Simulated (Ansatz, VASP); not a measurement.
# Two plane-wave programs on N

```
N
1.0
     4.37396    0.00000    0.00000
    -2.18698    3.78796    0.00000
     0.00000    0.00000    7.52181
N
4
Direct
  0.33333 0.66667 0.32327
  0.33333 0.66667 0.17673
  0.66667 0.33333 0.82327
  0.66667 0.33333 0.67673
```

Alike in both runs: functional PBE; k mesh 6 × 6 × 4; occupations gaussian, width 0.02 eV; no spin polarisation.

Ansatz relaxed the structure, and its values are those at the end. VASP's run is a single point on that final structure, the one shown.

```csv
,VASP,Ansatz
version,VASP 6.6.1,Ansatz 0.2.0
potentials or method,"VASP PAW PBE potentials, release 64 (N), cutoff 520 eV","scalar-relativistic, plane waves, PAW"
valence electrons in the cell,20,20
```

```csv
,VASP,Ansatz,Ansatz less VASP
gap on the k mesh at the Fermi level (eV),7.40,7.44,+0.043
least direct gap on the mesh (eV),7.57,7.61,+0.042
pressure (GPa),1.5,0.0,-1.47
rms of the force components (eV/Å),1.006,0.003,-1.0033
```

Noted on VASP's run: the standard files for N, O and F lose accuracy on very short bonds.
